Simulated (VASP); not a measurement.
# Pd (Fm-3m) in VASP: notebook, part 2 of 2

VASP 6.6.1. Earlier steps stand in the parts before.

### Step 6. Single point, HSE06

This run uses another cell than the first one, of 15.44 Å³/atom.

File POSCAR:

```
Pd
1.0
    0.0000000000      1.9765448986      1.9765448986
    1.9765448986      0.0000000000      1.9765448986
    1.9765448986      1.9765448986      0.0000000000
Pd
1
Direct
    0.0000000000      0.0000000000      0.0000000000
```

File INCAR.step1:

```
PREC = Accurate
ENCUT = 520
EDIFF = 1E-5
ISMEAR = -1
SIGMA = 0.1
LREAL = False
LASPH = True
NELM = 100
ALGO = Normal
ISIF = 2
LWAVE = True
LCHARG = False
GGA = PE
NBANDS = 11
```

File INCAR.step2:

```
PREC = Accurate
ENCUT = 520
EDIFF = 1E-6
ISMEAR = -1
SIGMA = 0.1
LREAL = False
LASPH = True
NELM = 100
ALGO = Normal
ISIF = 2
LWAVE = False
LCHARG = False
GGA = PE
LHFCALC = True
HFSCREEN = 0.2079
PRECFOCK = Normal
ISTART = 1
NBANDS = 11
```

File KPOINTS:

```
Automatic mesh
0
Gamma
  6 6 6
```

Potentials or basis: VASP PAW PBE potentials, release 64 (Pd).

Run with:

```console
cat potpaw_PBE.64/Pd/POTCAR > POTCAR
cp INCAR.step1 INCAR
mpirun -np 1 vasp_std > vasp.out
cp INCAR.step2 INCAR
mpirun -np 1 vasp_std > vasp.out
```

OUTCAR:

```text
PREC = Accurate
   ENCUT = 520
   EDIFF = 1E-6
   ISMEAR = -1
   LREAL = False
   LASPH = True
   NELM = 100
   ISIF = 2
   GGA = PE
   LHFCALC = True
   HFSCREEN = 0.2079
   PRECFOCK = Normal
   ISTART = 1

 ion  position               nearest neighbor table
   1  0.000  0.000  0.000-

  LATTYP: Found a face centered cubic cell.
 ALAT       =     3.9530897972

  Lattice vectors:

 A1 = (   0.0000000000,   1.9765448986,   1.9765448986)
 A2 = (   1.9765448986,   0.0000000000,   1.9765448986)
 A3 = (   1.9765448986,   1.9765448986,   0.0000000000)

Analysis of symmetry for initial positions (statically):
=====================================================================
 Subroutine PRICEL returns:
 Original cell was already a primitive cell.

 Routine SETGRP: Setting up the symmetry group for a
 face centered cubic supercell.

 Subroutine GETGRP returns: Found 48 space group operations
 (whereof 48 operations were pure point group operations)
 out of a pool of 48 trial point group operations.

The static configuration has the point symmetry O_h .

Analysis of symmetry for dynamics (positions and initial velocities):
=====================================================================
 Subroutine PRICEL returns:
 Original cell was already a primitive cell.

 Routine SETGRP: Setting up the symmetry group for a
 face centered cubic supercell.

 Subroutine GETGRP returns: Found 48 space group operations
 (whereof 48 operations were pure point group operations)
 out of a pool of 48 trial point group operations.

The dynamic configuration has the point symmetry O_h .

 Subroutine INISYM returns: Found 48 space group operations
 (whereof 48 operations are pure point group operations),
 and found     1 'primitive' translations

----------------------------------------------------------------------------------------
[... 113 lines left out ...]
   NKREDZ  =     1    reduce k-point grid by
   AEXX    =    0.2500 exact exchange contribution
   HFSCREEN=    0.2079 screening length (either q_TF or 0.3 A-1)
   HFSCREENC=   0.2079 screening length for correlation (either q_TF or 0.3 A-1)
   ENCUTFOCK=  -1.0 apply spherical cutoff to Coloumb kernel
   IVDW    =     0    specifies the selected vdW correction
   LEPSILON=     F    determine dielectric tensor
   LRPA    =     F    only Hartree local field effects (RPA)
 non-spin polarized calculation
  energy-cutoff  :      520.00
  volume of cell :       15.44
 maximum number of plane-waves:       444
 NGX is ok and might be reduce to    24
  NGX = 16; NGY = 16; NGZ = 16

 number of electron      10.0000001 magnetization

 Free energy of the ion-electron system (eV)
  ---------------------------------------------------
  ext. energy  EPLUGINS =         0.00000000
  ---------------------------------------------------
  free energy    TOTEN  =        -5.97714523 eV

  energy without entropy =       -5.91762540  energy(sigma->0) =       -5.94738532

 E-fermi :   8.2189     XC(G=0): -10.5020

 val. band max:        8.1675816951   @ k =   0.5000   0.1667   0.0000
 cond. band min:       8.3539421877   @ k =   0.5000   0.3333   0.0000
 fundamental gap:      0.1863604926
 Fermi energy:         8.2189005794

 k-point     1 :       0.0000    0.0000    0.0000
  band No.  band energies     occupation
      1       1.2115      2.00000
      2       5.1495      2.00000
      3       5.1495      2.00000
      4       5.1495      2.00000
      5       6.5801      2.00000
      6       6.5801      2.00000
      7      27.0192      0.00000
      8      31.7350      0.00000
      9      31.7350      0.00000
     10      31.7350      0.00000
     11      36.7047      0.00000
[... 197 lines left out ...]
 k-point    16 :      -0.3333    0.5000    0.1667
  band No.  band energies     occupation
      1       3.2510      2.00000
      2       3.7010      2.00000
      3       6.1043      2.00000
      4       6.9808      1.99999
      5       8.6421      0.02863
      6      15.9416      0.00000
      7      19.9735      0.00000
      8      20.4865      0.00000
      9      21.2865      0.00000
     10      33.2535      0.00000
     11      35.7977      0.00000

------------------------ aborting loop because EDIFF is reached ----------------------------------------

  FORCE on cell =-STRESS in cart. coord.  units (eV):
  Direction    XX          YY          ZZ          XY          YZ          ZX
  --------------------------------------------------------------------------------------
  -------------------------------------------------------------------------------------
  Total       -0.5612862     -0.5612862     -0.5612862     -0.0000000      0.0000000      0.0000000
  in kB      -58.2297483    -58.2297483    -58.2297483     -0.0000000      0.0000000      0.0000000
  external PRESSURE =     -58.2297483 kB  Pullay stress =       0.0000000 kB

 VOLUME and BASIS-vectors are now :
 -----------------------------------------------------------------------------
  energy-cutoff  :      520.00
  volume of cell :       15.44
      direct lattice vectors                 reciprocal lattice vectors
     0.000000000  1.976544899  1.976544899    -0.252966680  0.252966680  0.252966680
     1.976544899  0.000000000  1.976544899     0.252966680 -0.252966680  0.252966680
     1.976544899  1.976544899  0.000000000     0.252966680  0.252966680 -0.252966680

 POSITION                                       TOTAL-FORCE (eV/Angst)
 -----------------------------------------------------------------------------------
      0.00000      0.00000      0.00000         0.000000      0.000000      0.000000
 -----------------------------------------------------------------------------------
    total drift:                               -0.000000     -0.000000     -0.000000

  FREE ENERGIE OF THE ION-ELECTRON SYSTEM (eV)
  ---------------------------------------------------
  free  energy   TOTEN  =        -5.9771452337 eV

  energy  without entropy=       -5.9176253984  energy(sigma->0) =       -5.94738532
```

OUTCAR.step1:

```text
PREC = Accurate
   ENCUT = 520
   EDIFF = 1E-5
   ISMEAR = -1
   LREAL = False
[... 429 lines left out ...]

 POSITION                                       TOTAL-FORCE (eV/Angst)
 -----------------------------------------------------------------------------------
      0.00000      0.00000      0.00000         0.000000      0.000000      0.000000
 -----------------------------------------------------------------------------------
    total drift:                                0.000000      0.000000     -0.000000

  FREE ENERGIE OF THE ION-ELECTRON SYSTEM (eV)
  ---------------------------------------------------
  free  energy   TOTEN  =        -5.2574289797 eV

  energy  without entropy=       -5.1899345192  energy(sigma->0) =       -5.22368175
```

Wall time 3.7 min (1 thread of Intel Xeon Platinum 8488C (Sapphire Rapids), shared host); peak memory 0.25 GiB.

What came out:

| Quantity | Value |
| --- | --- |
| Free energy | -5.9771 eV |
| Pressure | -5.8 GPa |
| Band gap on the k mesh | zero (bands 5 and 6 overlap by 2.09 eV) |

Caveat: the k points lie up to 0.46 Å⁻¹ apart, too coarse for converged energies and pressures of a metal; the PAW data sets were made with another functional, which shifts forces and pressure a little.

### Step 7. Summary

| potentials or basis | cell | cutoff (eV) | gap on the mesh (eV) | pressure (GPa) |
| --- | --- | --- | --- | --- |
| VASP PAW PBE potentials, release 64 (Pd_sv_GW) | a = 2.739 Å, angles 60.0°, 1 atom | 470 | none | 0.4 |
| VASP PAW PBE potentials, release 64 (Pd_sv_GW) | a = 2.767 Å, angles 60.0°, 1 atom | 470 | none | -5.2 |
| VASP PAW PBE potentials, release 64 (Pd) | a = 2.767 Å, angles 60.0°, 1 atom | 520 | none | -1.2 |
| VASP PAW PBE potentials, release 64 (Pd) | a = 2.795 Å, angles 60.0°, 1 atom | 520 | none | -5.8 |

Alike in all rows: task single point; level HSE06; no spin polarisation; k mesh 6 × 6 × 6; smearing fermi-dirac 0.1 eV.

Caveats: all runs use coarse meshes; the PAW data sets were made with another functional, which shifts forces and pressure a little.

Total energies depend on the potentials used, so only differences within one code and one set of settings carry meaning.

The gap in the log of VASP goes by the Fermi energy; the results here count the filled bands.